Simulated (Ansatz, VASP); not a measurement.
## One calculation of Ti, two programs

Contents of INCAR:

```
SYSTEM = Ti
ALGO = Fast ; EDIFF = 1E-6
ENCUT = 520 ; GGA = PS
ISIF = 2 ; ISMEAR = 0
LASPH = .True. ; LCHARG = .False.
LREAL = .False. ; LWAVE = .False.
NBANDS = 12 ; NELM = 100
PREC = Accurate ; SIGMA = 0.1
```

Contents of KPOINTS:

```
k-points
0
Gamma
  18 18 18
  0 0 0
```

File POSCAR:

```
Ti
1.0
    0.0000000000      2.0480008846      2.0480008846
    2.0480008846      0.0000000000      2.0480008846
    2.0480008846      2.0480008846      0.0000000000
Ti
1
Direct
    0.0000000000      0.0000000000      0.0000000000
```

Input for Ansatz:

```yaml
crystal:
  lattice:
    - [0.0, 2.0480008844, 2.0480008844]
    - [2.0480008844, 0.0, 2.0480008844]
    - [2.0480008844, 2.0480008844, 0.0]
  atoms:
    - { symbol: Ti, position: [0.0, 0.0, 0.0] }
basis:
  ecutwfc: 420
kpoints:
  mp_grid: { grid: [18, 18, 18] }
hamiltonian:
  xc: pbesol
scf:
  occupations: { method: gaussian, width: 0.1 }
output:
  forces: true
  stress: true
  eigenvalues: true
```

Alike in both runs: task single point; functional PBEsol; k mesh 18 × 18 × 18; occupations gaussian, width 0.1 eV; no spin polarisation.

```csv
,VASP,Ansatz
version,VASP 6.6.1,Ansatz 0.2.0
potentials or method,"VASP PAW PBE potentials, release 64 (Ti_sv), cutoff 520 eV","scalar-relativistic, plane waves, PAW"
valence electrons in the cell,12,12
```

|  | VASP | Ansatz | Ansatz less VASP |
| --- | --- | --- | --- |
| gap on the k mesh at the Fermi level (eV) | none | none | - |
| pressure (GPa) | -3.5 | -3.2 | +0.24 |

VASP's potentials were made for PBE, not for PBEsol. A gap of «none» marks a metal or a gap that the smearing closes.
